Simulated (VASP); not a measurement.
**TiB2: relaxation of cell and atoms with PBE**

The system is TiB2.

```
CELL_PARAMETERS angstrom
0.00000 2.38000 2.38000
2.38000 0.00000 2.38000
2.38000 2.38000 0.00000
ATOMIC_POSITIONS crystal
Ti 0.00000 0.00000 0.00000
B 0.25000 0.25000 0.25000
B 0.75000 0.75000 0.75000
```

- Program: VASP 6.6.1
- Task: relaxation of cell and atoms
- Functional: PBE
- Potentials or basis: VASP PAW PBE potentials, release 64 (Ti_sv, B)
- Cutoff: 500 eV
- k mesh: 8 × 8 × 8
- Occupations: methfessel-paxton, width 0.05 eV
- Spin: no spin polarisation
- Target pressure: 5 GPa
- Dipole correction: no
- Further INCAR settings: ALGO = Normal; EDIFF = 1e-07; IBRION = 2; EDIFFG = -0.03; NSW = 80; ISIF = 3

```json
{
  "Relaxed volume": "10.68 Å³/atom",
  "Relaxed cell": "a = 3.565 Å, b = 3.565 Å, c = 3.565 Å, α = 60.00°, β = 60.00°, γ = 60.00°",
  "Space group after relaxing (to 0.1 Å)": "Fm-3m (No. 225)",
  "Energy change on relaxing (the run minimises the enthalpy)": "-233.0 meV/atom",
  "Ionic steps": "3",
  "Pressure after relaxing": "4.7 GPa",
  "Band gap on the k mesh": "zero (bands 9 and 10 overlap by 1.53 eV)"
}
```

Step by step:
| step | energy change (eV) | largest force (eV/Å) | pressure (GPa) | volume (Å³) |
| --- | --- | --- | --- | --- |
| 1 | 0.0000 | 0.0000 | 44.43 | 26.96 |
| 2 | -0.5610 | 0.0000 | -12.75 | 36.55 |
| 3 | -0.6991 | 0.0000 | 4.69 | 32.04 |

Final structure:
```
Ti B
1.0
     0.00000    2.52098    2.52098
     2.52098    0.00000    2.52098
     2.52098    2.52098    0.00000
Ti B
1 2
Direct
  0.00000 0.00000 0.00000
  0.25000 0.25000 0.25000
  0.75000 0.75000 0.75000
```

Levels at points of the mesh, in eV from the Fermi level:
| k point | band 6 | band 7 | band 8 | band 9 | band 10 | band 11 | band 12 | band 13 |
| --- | --- | --- | --- | --- | --- | --- | --- | --- |
| (0.00, 0.00, 0.00) | -3.51 | -3.51 | -3.51 | 1.12 | 1.26 | 1.26 | 5.17 | 5.17 |
| (0.50, 0.00, 0.00) | -6.85 | -2.55 | -2.55 | 0.81 | 1.60 | 1.60 | 1.76 | 1.76 |
| (0.50, 0.50, 0.00) | -5.64 | -5.56 | -1.75 | -1.75 | 0.68 | 0.68 | 2.17 | 2.36 |

It took 54 s on 1 thread of Intel(R) Xeon(R) Platinum 8488C (Sapphire Rapids), on a shared host, peak memory 0.16 GiB.

Caveat: the cell is relaxed towards a set pressure, so the run minimises the enthalpy, not the energy; the volume moved by over 15 % at a fixed basis, so the end points are rough.
